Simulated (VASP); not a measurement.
MgZn2O3:

```
Mg Zn O
1.0
     3.05260    0.00000    0.00000
    -1.52630    2.64363    0.00000
     0.00000    0.00000    7.45204
Mg Zn O
1 2 3
Cartesian
  0.0000 0.0000 0.0000
  0.0000 1.7624 4.9811
  1.5263 0.8812 2.4710
  0.0000 1.7624 1.1975
  1.5263 0.8812 6.2545
  0.0000 0.0000 3.7260
```

Base run:

```yaml
Program: VASP 6.6.1
Functional: BLYP
Potentials_or_basis: VASP PAW PBE potentials, release 64 (Mg, Zn, O)
Cutoff: 520 eV
k_mesh: 12 × 12 × 4
Occupations: methfessel-paxton, width 0.02 eV
Spin: no spin polarisation
```

Its results: band gap on the k mesh 1.89 eV, direct; pressure 4.4 GPa; largest force 0.196 eV/Å.

**Question.** The run is repeated on the same cell with these changes: functional from BLYP to PBEsol. What comes out?

**Answer.** Band gap on the k mesh 1.61 eV, direct; pressure -6.8 GPa; largest force 0.081 eV/Å.

PBEsol binds more tightly than BLYP, so the same cell stands under less pressure.

Caveats: the PAW data sets were made with another functional, which shifts forces and pressure a little.

